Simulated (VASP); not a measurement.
A run of VASP 6.6.1:

Contents of POSCAR:

```
CdS
1.0
    4.1500000000      0.0000000000      0.0000000000
   -2.0750000000      3.5940054257      0.0000000000
    0.0000000000      0.0000000000      6.7370000000
Cd S
2 2
Direct
    0.6666666667      0.3333333333      0.5000000000
    0.3333333333      0.6666666667      0.0000000000
    0.6666666667      0.3333333333      0.8750000000
    0.3333333333      0.6666666667      0.3750000000
```

File INCAR.step1:

```
SYSTEM = CdS
ALGO = Normal
EDIFF = 1E-5
ENCUT = 520
GGA = PE
ISIF = 2
ISMEAR = -1
LASPH = .TRUE.
LREAL = .FALSE.
LWAVE = .TRUE.
NBANDS = 26
NELM = 60
PREC = Accurate
SIGMA = 0.05
```

Contents of INCAR.step2:

```
SYSTEM = CdS
ALGO = Normal
EDIFF = 1E-6
ENCUT = 520
GGA = PE
HFSCREEN = 0.2079
ISIF = 2
ISMEAR = -1
ISTART = 1
LASPH = .TRUE.
LCHARG = .TRUE.
LELF = .TRUE.
LHFCALC = .TRUE.
LREAL = .FALSE.
LVHAR = .TRUE.
LWAVE = .FALSE.
NBANDS = 26
NELM = 60
PREC = Accurate
PRECFOCK = Normal
SIGMA = 0.05
```

KPOINTS

```
k-points
0
G
  4 4 3
  0 0 0
```

Potentials or basis: VASP PAW PBE potentials, release 64 (Cd, S).

Run with:

```bash
$ cat potpaw_PBE.64/Cd/POTCAR potpaw_PBE.64/S/POTCAR > POTCAR
$ cp INCAR.step1 INCAR
$ mpirun -np 1 vasp_std > vasp.out
$ cp INCAR.step2 INCAR
$ mpirun -np 1 vasp_std > vasp.out
```

Hardware: 1 thread of Intel(R) Xeon(R) Platinum 8488C (Sapphire Rapids), with other jobs on the host.

Task: Estimate the wall time of this run.

Result: Run time: 26 min on 1 thread of Intel(R) Xeon(R) Platinum 8488C (Sapphire Rapids), with other jobs on the host, peak memory 0.34 GiB. Counts: k points 8.
